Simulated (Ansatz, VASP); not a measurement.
**Two plane-wave programs on Cr**

```xyz
1
Lattice="0.0000 2.0537 2.0537 2.0537 0.0000 2.0537 2.0537 2.0537 0.0000" Properties=species:S:1:pos:R:3 pbc="T T T"
Cr    0.0000    0.0000    0.0000
```

Alike in both runs: task relaxation of cell and atoms; functional r2SCAN; k mesh 18 × 18 × 18; occupations gaussian, width 0.1 eV; collinear spin.

|  | VASP | Ansatz |
| --- | --- | --- |
| version | VASP 6.6.1 | Ansatz 0.2.0 |
| potentials or method | VASP PAW PBE potentials, release 64 (Cr_pv), cutoff 600 eV | scalar-relativistic, plane waves, PAW |
| valence electrons in the cell | 12 | 14 |

```tsv
	VASP	Ansatz	Ansatz less VASP
gap on the k mesh at the Fermi level, each at its own relaxed structure (eV)	none	none	-
net moment per atom (μB)	3.88	3.88	-0.002
size of the moment on the site where the two differ most (μB)	3.56	3.62	+0.061
relaxed volume (Å³/atom)	17.29	17.29	+0.005
relaxed cell length with the largest relative difference (Å)	2.902	2.903	+0.0003
```

VASP's potentials were made for PBE, not for r2SCAN. Site moments also hang on the region over which each program counts them. A gap of «none» marks a metal or a gap that the smearing closes. VASP's potentials hold 12 valence electrons a cell and Ansatz's 14, so a difference there can come from the potentials and not from the codes.
